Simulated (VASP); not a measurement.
# Al4Cl (I4/mmm) in VASP: notebook, part 2 of 2

VASP 6.6.1.

## 3. Single point, PBE

This run uses another cell than the first one, of 20.33 Å³/atom.

Contents of INCAR:

```
SYSTEM = Al4Cl
PREC     = Accurate       ! precision mode
ENCUT    = 520            ! plane-wave cutoff, eV
EDIFF    = 1E-6           ! SCF threshold, eV
ISMEAR   = 0              ! smearing method
SIGMA    = 0.1            ! smearing width, eV
LREAL    = .FALSE.        ! projectors in reciprocal space
LASPH    = .TRUE.         ! aspherical terms in the spheres
NELM     = 80             ! most SCF steps
ALGO     = Normal         ! electronic algorithm
ISIF     = 2              ! what is computed and relaxed
LWAVE    = .FALSE.        ! write WAVECAR
LCHARG   = .FALSE.        ! write CHGCAR
GGA      = PE             ! functional
NBANDS   = 18             ! bands
```

Contents of KPOINTS:

```
regular mesh
0
G
  6 6 6
  0 0 0
```

Contents of POSCAR:

```
Al4Cl
1.0
   -1.9647011087      1.9647011087      6.5850228471
    1.9647011087     -1.9647011087      6.5850228471
    1.9647011087      1.9647011087     -6.5850228471
Al Cl
4 1
Direct
    0.2500000000      0.7500000000      0.5000000000
    0.7500000000      0.2500000000      0.5000000000
    0.3997894232      0.3997894232      0.0000000000
    0.6002105768      0.6002105768      0.0000000000
    0.0000000000      0.0000000000      0.0000000000
```

Potentials or basis: VASP PAW PBE potentials, release 64 (Al, Cl).

The run is started by

```bash
$ cat potpaw_PBE.64/Al/POTCAR potpaw_PBE.64/Cl/POTCAR > POTCAR
$ mpirun -np 1 vasp_std > vasp.out
```

OUTCAR:

```text
SYSTEM = Al4Cl
   PREC = Accurate
   ENCUT = 520
   EDIFF = 1E-6
   ISMEAR = 0
   LREAL = .FALSE.
   LASPH = .TRUE.
   NELM = 80
   ISIF = 2
   GGA = PE

 ion  position               nearest neighbor table
   1  0.250  0.750  0.500-   2 2.78   2 2.78   2 2.78   2 2.78   4 2.78   3 2.78   4 2.78   3 2.78

   2  0.750  0.250  0.500-   1 2.78   1 2.78   1 2.78   1 2.78   3 2.78   4 2.78   4 2.78   3 2.78

   3  0.400  0.400  0.000-   4 2.64   1 2.78   2 2.78   2 2.78   1 2.78
   4  0.600  0.600  0.000-   3 2.64   2 2.78   1 2.78   1 2.78   2 2.78
   5  0.000  0.000  0.000-

  LATTYP: Found a body centered tetragonal cell.
 ALAT       =     3.9294022174
 C/A-ratio  =     3.3516664789

  Lattice vectors:

 A1 = (  -1.9647011087,   1.9647011087,   6.5850228471)
 A2 = (   1.9647011087,  -1.9647011087,   6.5850228471)
 A3 = (   1.9647011087,   1.9647011087,  -6.5850228471)

Analysis of symmetry for initial positions (statically):
=====================================================================
 Subroutine PRICEL returns:
 Original cell was already a primitive cell.

 Routine SETGRP: Setting up the symmetry group for a
 body centered tetragonal supercell.

 Subroutine GETGRP returns: Found 16 space group operations
 (whereof 16 operations were pure point group operations)
 out of a pool of 16 trial point group operations.

The static configuration has the point symmetry D_4h.

Analysis of symmetry for dynamics (positions and initial velocities):
=====================================================================
 Subroutine PRICEL returns:
 Original cell was already a primitive cell.

 Routine SETGRP: Setting up the symmetry group for a
 body centered tetragonal supercell.

 Subroutine GETGRP returns: Found 16 space group operations
 (whereof 16 operations were pure point group operations)
 out of a pool of 16 trial point group operations.

The dynamic configuration has the point symmetry D_4h.

 Subroutine INISYM returns: Found 16 space group operations
 (whereof 16 operations are pure point group operations),
 and found     1 'primitive' translations

----------------------------------------------------------------------------------------

                                     Primitive cell

  volume of cell :     101.6741

  direct lattice vectors                    reciprocal lattice vectors
    -1.964701109  1.964701109  6.585022847     0.000000000  0.254491636  0.075929881
     1.964701109 -1.964701109  6.585022847     0.254491636  0.000000000  0.075929881
     1.964701109  1.964701109 -6.585022847     0.254491636  0.254491636  0.000000000

  length of vectors
     7.147211120  7.147211120  7.147211120     0.265577371  0.265577371  0.359905524

  position of ions in fractional coordinates (direct lattice)
     0.250000000  0.750000000  0.500000000
     0.750000000  0.250000000  0.500000000
     0.399789423  0.399789423  0.000000000
     0.600210577  0.600210577  0.000000000
     0.000000000  0.000000000  0.000000000

  ion indices of the primitive-cell ions
   primitive index   ion index
                 1           1
                 2           2
                 3           3
[... 28 lines left out ...]

 Following reciprocal coordinates:
            Coordinates               Weight
  0.000000  0.000000  0.000000      1.000000
  0.166667  0.000000  0.000000      8.000000
  0.333333  0.000000 -0.000000      8.000000
  0.500000  0.000000  0.000000      4.000000
  0.166667  0.166667 -0.000000      8.000000
  0.333333  0.166667 -0.000000     16.000000
[... 16 lines left out ...]
 -0.333333 -0.333333  0.166667      8.000000
 -0.166667 -0.333333  0.166667      8.000000
 [... further k-points ...]
   k-points           NKPTS =     30   k-points in BZ     NKDIM =     30   number of bands    NBANDS=     18
   number of dos      NEDOS =    301   number of ions     NIONS =      5
   total plane-waves  NPLWV = 157464
   dimension x,y,z NGX =    54 NGY =   54 NGZ =   54
   dimension x,y,z NGXF=   108 NGYF=  108 NGZF=  108
   ions per type =               4   1
   NGX,Y,Z   is equivalent  to a cutoff of  12.56, 12.56, 12.56 a.u.
   NGXF,Y,Z  is equivalent  to a cutoff of  25.12, 25.12, 25.12 a.u.
 SYSTEM =  Al4Cl
   PREC   = accura    normal or accurate (medium, high low for compatibility)
   ISTART =      0    job   : 0-new  1-cont  2-samecut
   ICHARG =      2    charge: 1-file 2-atom 10-const
   ISPIN  =      1    spin polarized calculation?
   LNONCOLLINEAR =      F non collinear calculations
   LSORBIT =      F    spin-orbit coupling
   LASPH  =      T    aspherical Exc in radial PAW
   ENCUT  =  520.0 eV  38.22 Ry    6.18 a.u.  13.29 13.29 13.29*2*pi/ulx,y,z
   NELM   =     80;   NELMIN=  2; NELMDL= -5     # of ELM steps
   EDIFF  = 0.1E-05   stopping-criterion for ELM
   LREAL  =      F    real-space projection
   EDIFFG = 0.1E-04   stopping-criterion for IOM
   NSW    =      0    number of steps for IOM
   IBRION =     -1    ionic relax: 0-MD 1-quasi-New 2-CG
   NFREE  =      0    steps in history (QN), initial steepest desc. (CG)
   ISIF   =      2    stress and relaxation
   ISYM   =      2    0-nonsym 1-usesym 2-fastsym
   POTIM  = 0.5000    time-step for ionic-motion
   TEBEG  =    0.0;   TEEND  =   0.0 temperature during run
   PSTRESS=    0.0 pullay stress
   NELECT =      19.0000    total number of electrons
   NUPDOWN=      -1.0000    fix difference up-down
   EMIN   =  10.00;   EMAX   =-10.00  energy-range for DOS
   EFERMI =   0.00;   METHOD = LEGACY
   ISMEAR =     0;   SIGMA  =   0.10  broadening in eV -4-tet -1-fermi 0-gaus
   EFERMI_NEDOS =   21; number of points for ismear=-14 and -15
   IALGO  =     38    algorithm
   IMIX   =      4    mixing-type and parameters
     AMIX     =   0.40;   BMIX     =  1.00
     AMIX_MAG =   1.60;   BMIX_MAG =  1.00
  volume/ion in A,a.u.               =      20.33       137.23
  Fermi-wavevector in a.u.,A,eV,Ry     =   0.935957  1.768702 11.918917  0.876016
  Thomas-Fermi vector in A             =   2.062918
   LORBIT       =      0    0 simple, 1 ext, 2 COOP (PROOUT), +10 PAW based schemes
   GGA     = PE    functional components
   LHFCALC =     F    Hartree Fock is set to
   AEXX    =    0.0000 exact exchange contribution
   IVDW    =     0    specifies the selected vdW correction
   LEPSILON=     F    determine dielectric tensor
   LRPA    =     F    only Hartree local field effects (RPA)
 non-spin polarized calculation
 Gauss-broadening in eV      SIGMA  =   0.10
  energy-cutoff  :      520.00
  volume of cell :      101.67
 maximum number of plane-waves:      2777
 NGX is ok and might be reduce to    54
   NGX = 27   NGY = 27   NGZ = 27

 number of electron      19.0000000 magnetization

 Free energy of the ion-electron system (eV)
  ---------------------------------------------------
  ext. energy  EPLUGINS =         0.00000000
  ---------------------------------------------------
  free energy    TOTEN  =       -16.44215892 eV

  energy without entropy =      -16.43114947  energy(sigma->0) =      -16.43665420

 E-fermi :   5.2828     XC(G=0):  -9.3908

 val. band max:        5.2689773410   @ k =   0.3333   0.3333   0.1667
 cond. band min:       5.3365105140   @ k =  -0.3333   0.1667   0.0000
 fundamental gap:      0.0675331730
 Fermi energy:         5.2828234056

 k-point     1 :       0.0000    0.0000    0.0000
  band No.  band energies     occupation
      1     -10.3360      2.00000
      2      -3.5583      2.00000
      3      -0.8836      2.00000
      4       1.5856      2.00000
      5       1.5856      2.00000
      6       1.7553      2.00000
[... 481 lines left out ...]
      5       1.6530      2.00000
      6       2.1948      2.00000
[... 10 lines left out ...]
     17      10.9972      0.00000
     18      11.5083      0.00000

 [... further k-points ...]

------------------------ aborting loop because EDIFF is reached ----------------------------------------

  FORCE on cell =-STRESS in cart. coord.  units (eV):
  Direction    XX          YY          ZZ          XY          YZ          ZX
  --------------------------------------------------------------------------------------
  -------------------------------------------------------------------------------------
  Total       -0.0662693     -0.0662693     -0.1650942      0.0000000      0.0000000      0.0000000
  in kB       -1.0442691     -1.0442691     -2.6015493      0.0000000      0.0000000      0.0000000
  external PRESSURE =      -1.5633625 kB  Pullay stress =       0.0000000 kB

 VOLUME and BASIS-vectors are now :
 -----------------------------------------------------------------------------
  energy-cutoff  :      520.00
  volume of cell :      101.67
      direct lattice vectors                 reciprocal lattice vectors
    -1.964701109  1.964701109  6.585022847     0.000000000  0.254491636  0.075929881
     1.964701109 -1.964701109  6.585022847     0.254491636  0.000000000  0.075929881
     1.964701109  1.964701109 -6.585022847     0.254491636  0.254491636  0.000000000

 POSITION                                       TOTAL-FORCE (eV/Angst)
 -----------------------------------------------------------------------------------
      1.96470      0.00000      3.29251        -0.000000     -0.000000      0.000000
      0.00000      1.96470      3.29251        -0.000000     -0.000000      0.000000
      0.00000      0.00000      5.26524        -0.000000     -0.000000     -0.013442
      0.00000      0.00000      7.90480         0.000000      0.000000      0.013442
      0.00000      0.00000      0.00000        -0.000000     -0.000000      0.000000
 -----------------------------------------------------------------------------------
    total drift:                                0.000000      0.000000      0.000000

  FREE ENERGIE OF THE ION-ELECTRON SYSTEM (eV)
  ---------------------------------------------------
  free  energy   TOTEN  =       -16.4421589248 eV

  energy  without entropy=      -16.4311494747  energy(sigma->0) =      -16.43665420
```

Wall time 5.5 min (1 thread of Intel Xeon 8259CL, shared host); peak memory 0.36 GiB.

Results:

| Quantity | Value |
| --- | --- |
| Free energy | -16.4422 eV |
| Pressure | -0.2 GPa |
| Largest force | 0.013 eV/Å |
| Band gap on the k mesh | zero (an odd number of electrons rules out a gap without spin polarisation) |

Forces on the atoms (eV/Å):
```
Al   0.000  0.000  0.000
Al   0.000  0.000  0.000
Al   0.000  0.000 -0.013
Al   0.000  0.000  0.013
Cl   0.000  0.000  0.000
```

## 4. Relaxation of cell and atoms, PBE

Contents of INCAR:

```
ALGO     = Normal         # electronic algorithm
EDIFF    = 1E-6           # SCF threshold, eV
EDIFFG   = -0.04          # ionic threshold
ENCUT    = 600            # plane-wave cutoff, eV
GGA      = PE             # functional
IBRION   = 2              # ionic algorithm
ISIF     = 3              # what is computed and relaxed
ISMEAR   = 0              # smearing method
LASPH    = True           # aspherical terms in the spheres
LCHARG   = False          # write CHGCAR
LREAL    = False          # projectors in reciprocal space
LWAVE    = False          # write WAVECAR
NELM     = 80             # most SCF steps
NSW      = 90             # ionic steps
PREC     = Accurate       # precision mode
SIGMA    = 0.1            # smearing width, eV
```

Contents of KPOINTS:

```
k-points
0
Gamma
  6 6 6
```

Contents of POSCAR:

```
Al4Cl
1.0
   -2.1756775000      2.1756775000      5.3329403600
    2.1756775000     -2.1756775000      5.3329403600
    2.1756775000      2.1756775000     -5.3329403600
Al Cl
4 1
Direct
    0.2500000000      0.7500000000      0.5000000000
    0.7500000000      0.2500000000      0.5000000000
    0.3848880500      0.3848880500      0.0000000000
    0.6151119500      0.6151119500      0.0000000000
    0.0000000000      0.0000000000      0.0000000000
```

The run is started by

```bash
$ cat potpaw_PBE.64/Al/POTCAR potpaw_PBE.64/Cl/POTCAR > POTCAR
$ mpirun -np 1 vasp_std > vasp.out
```

It took 22 min on 1 thread of Intel Xeon 8259CL, shared host; peak memory 0.34 GiB.

Results (log left out):

| Property | Result |
| --- | --- |
| Free energy | -16.4407 eV |
| Relaxed volume | 20.29 Å³/atom |
| Relaxed cell | a = 7.145 Å, b = 7.145 Å, c = 7.145 Å, α = 148.11°, β = 148.11°, γ = 45.72° |
| Space group after relaxing (to 0.1 Å) | I4/mmm (No. 139) |
| Energy gained by relaxing | 157.9 meV/atom |
| Ionic steps | 11 |
| Pressure after relaxing | 0.0 GPa |
| Largest force after relaxing | 0.034 eV/Å |
| Band gap on the k mesh | zero (an odd number of electrons rules out a gap without spin polarisation) |

Forces on the atoms (eV/Å):
```
Al   0.000  0.000  0.000
Al   0.000  0.000  0.000
Al   0.000  0.000  0.034
Al   0.000  0.000 -0.034
Cl   0.000  0.000  0.000
```

Stress tensor (GPa, compression positive):
```
 0.06  0.00  0.00
 0.00  0.06  0.00
 0.00  0.00 -0.20
```

Step by step:
```csv
step,energy change (eV),largest force (eV/Å),pressure (GPa),volume (Å³)
1,0.0000,0.3344,5.57,100.98
2,-0.2516,0.3665,-0.56,111.53
3,-0.2541,0.3654,-1.23,113.04
4,-0.3377,0.4392,-1.27,112.16
5,-0.5662,0.3549,-1.51,109.04
6,-0.7293,0.2953,-0.04,100.99
7,-0.7638,0.0797,-1.40,105.00
8,-0.7768,0.2020,-1.13,103.80
9,-0.7729,0.0233,1.77,98.27
10,-0.7885,0.1208,0.13,101.15
11,-0.7897,0.0344,-0.03,101.44
```

Final structure:
```
Al Cl
1.0
    -1.96261    1.96261    6.58373
     1.96261   -1.96261    6.58373
     1.96261    1.96261   -6.58373
Al Cl
4 1
Direct
  0.25000 0.75000 0.50000
  0.75000 0.25000 0.50000
  0.39949 0.39949 0.00000
  0.60051 0.60051 0.00000
  0.00000 0.00000 0.00000
```

Levels at points of the mesh, in eV from the Fermi level:
| k point | band 7 | band 8 | band 9 | band 10 | band 11 | band 12 |
| --- | --- | --- | --- | --- | --- | --- |
| (0.00, 0.00, 0.00) | -2.28 | -0.44 | -0.44 | 1.25 | 2.60 | 2.83 |
| (0.50, 0.00, 0.00) | -2.70 | -1.13 | 0.46 | 1.16 | 1.32 | 1.65 |
| (0.50, 0.50, 0.00) | -3.56 | -3.42 | -2.55 | -0.92 | 0.31 | 0.86 |
| (0.50, 0.50, 0.50) | -1.33 | -0.20 | -0.20 | 0.99 | 1.16 | 2.10 |

Caveat: a cell axis changed by over 15 % at a fixed basis, so the end point is rough.

## 5. Single point, PBE

This run uses another cell than the first one, of 20.40 Å³/atom.

Contents of INCAR:

```
PREC = Accurate
ENCUT = 520
EDIFF = 1E-7
ISMEAR = 0
SIGMA = 0.1
LREAL = False
LASPH = True
NELM = 60
ALGO = Normal
ISIF = 2
LWAVE = False
LCHARG = False
GGA = PE
NBANDS = 18
```

Contents of KPOINTS:

```
Automatic mesh
0
Gamma
  14 14 14
```

Contents of POSCAR:

```
Al4Cl
1.0
   -1.9679544914      1.9679544914      6.5856851934
    1.9679544914     -1.9679544914      6.5856851934
    1.9679544914      1.9679544914     -6.5856851934
Al Cl
4 1
Direct
    0.2500000000      0.7500000000      0.5000000000
    0.7500000000      0.2500000000      0.5000000000
    0.4006231937      0.4006231937      0.0000000000
    0.5993768063      0.5993768063      0.0000000000
    0.0000000000      0.0000000000      0.0000000000
```

The run is started by

```bash
$ cat potpaw_PBE.64/Al/POTCAR potpaw_PBE.64/Cl/POTCAR > POTCAR
$ mpirun -np 1 vasp_std > vasp.out
```

Wall time 36 min (1 thread of Intel Xeon 8259CL, shared host); peak memory 0.61 GiB.

Results (log left out):

```
Free energy            : -16.4444 eV
Pressure               : 0.0 GPa
Band gap on the k mesh : zero (an odd number of electrons rules out a gap without spin polarisation)
```

Levels at points of the mesh, in eV from the Fermi level:
| k point | band 6 | band 7 | band 8 | band 9 | band 10 | band 11 | band 12 | band 13 |
| --- | --- | --- | --- | --- | --- | --- | --- | --- |
| (0.00, 0.00, 0.00) | -3.56 | -2.28 | -0.45 | -0.45 | 1.19 | 2.60 | 2.79 | 3.38 |
| (0.50, 0.00, 0.00) | -3.34 | -2.70 | -1.15 | 0.41 | 1.14 | 1.29 | 1.62 | 3.53 |
| (0.50, 0.50, 0.00) | -4.28 | -3.55 | -3.43 | -2.58 | -0.93 | 0.30 | 0.84 | 2.09 |
| (0.50, 0.50, 0.50) | -3.73 | -1.36 | -0.21 | -0.21 | 0.93 | 1.13 | 2.09 | 3.01 |

## 6. Overview

```tsv
task	cell	k mesh	cutoff (eV)	gap on the mesh (eV)	pressure (GPa)	largest force (eV/Å)
single point	a = 6.157 Å, angles 138.6, 138.6, 60.0°, 5 atoms, atomic positions A	6 × 6 × 6	520	none	5.6	0.33
single point	a = 7.147 Å, angles 148.1, 148.1, 45.8°, 5 atoms, atomic positions B	6 × 6 × 6	520	none	-0.2	0.01
relaxation of cell and atoms	relaxed from a = 6.157 Å, angles 138.6, 138.6, 60.0°, 5 atoms, atomic positions A	6 × 6 × 6	600	none	0.0	0.03
single point	a = 7.150 Å, angles 148.0, 148.0, 45.8°, 5 atoms, atomic positions C	14 × 14 × 14	520	none	0.0	-
```

Alike in all rows: level PBE; potentials or basis VASP PAW PBE potentials, release 64 (Al, Cl); no spin polarisation; smearing gaussian 0.1 eV.

Caveats: the stress differs along the axes, from 3 to 10 GPa (at least some runs); a cell axis changed by over 15 % at a fixed basis, so the end point is rough (at least some runs).

Total energies depend on the potentials used, so only differences within one code and one set of settings carry meaning.

The gap in the log of VASP goes by the Fermi energy; the results here count the filled bands.